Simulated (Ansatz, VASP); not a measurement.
# One calculation of Pd, two programs

```
Pd
1.0
     0.00000    2.70213    2.70213
     2.70213    0.00000    2.70213
     2.70213    2.70213    0.00000
Pd
2
Direct
  0.00000 0.00000 0.00000
  0.50000 0.50000 0.50000
```

Alike in both runs: task single point; functional revPBE; k mesh 12 × 12 × 12; occupations fermi-dirac, width 0.05 eV; collinear spin.

|  | VASP | Ansatz |
| --- | --- | --- |
| version | VASP 6.6.1 | Ansatz 0.2.0 |
| potentials or method | VASP PAW PBE potentials, release 64 (Pd), cutoff 520 eV | plane waves (420 eV) with PAW, scalar-relativistic |
| valence electrons in the cell | 20 | 36 |

```csv
,VASP,Ansatz,Ansatz less VASP
pressure (GPa),-6.8,-6.6,+0.16
net moment per atom (μB),0.00,0.00,0.000
```

VASP's potentials were made for PBE, not for revPBE. VASP's potentials hold 20 valence electrons a cell and Ansatz's 36, so a difference there can come from the potentials and not from the codes. Ansatz's warnings: seeded moment not kept.
